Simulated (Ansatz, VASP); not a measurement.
**One calculation of Rb, two programs**

The input INCAR:

```
PREC = Accurate
ENCUT = 520
EDIFF = 1E-6
ISMEAR = 0
SIGMA = 0.1
LREAL = False
LASPH = True
NELM = 100
ALGO = Fast
ISIF = 2
LWAVE = False
LCHARG = False
GGA = PE
NBANDS = 10
```

File KPOINTS:

```
Automatic mesh
0
Gamma
  10 10 10
```

The input POSCAR:

```
Rb
1.0
   -2.8906153406      2.8906153406      2.8906153406
    2.8906153406     -2.8906153406      2.8906153406
    2.8906153406      2.8906153406     -2.8906153406
Rb
1
Direct
    0.0000000000      0.0000000000      0.0000000000
```

Input for Ansatz:

```yaml
crystal:
  lattice:
    - [-2.8906153406, 2.8906153406, 2.8906153406]
    - [2.8906153406, -2.8906153406, 2.8906153406]
    - [2.8906153406, 2.8906153406, -2.8906153406]
  atoms:
    - { symbol: Rb, position: [0.0, 0.0, 0.0] }
basis:
  ecutwfc: 600.0
kpoints:
  mp_grid: { grid: [10, 10, 10] }
hamiltonian:
  xc: pbe
  pseudopotentials: { kind: paw }
scf:
  occupations: { method: gaussian, width: 0.1 }
output:
  forces: true
  stress: true
  eigenvalues: true
```

Alike in both runs: task single point; functional PBE; k mesh 10 × 10 × 10; occupations gaussian, width 0.1 eV; no spin polarisation.

```csv
,VASP,Ansatz
version,VASP 6.6.1,Ansatz 0.2.0
potentials or method,"VASP PAW PBE potentials, release 64 (Rb_sv), cutoff 520 eV","scalar-relativistic, plane waves, PAW"
valence electrons in the cell,9,9
```

|  | VASP | Ansatz | Ansatz less VASP |
| --- | --- | --- | --- |
| gap on the k mesh at the Fermi level (eV) | none | none | - |
| pressure (GPa) | -0.1 | -0.1 | 0.00 |

A gap of «none» marks a metal or a gap that the smearing closes.
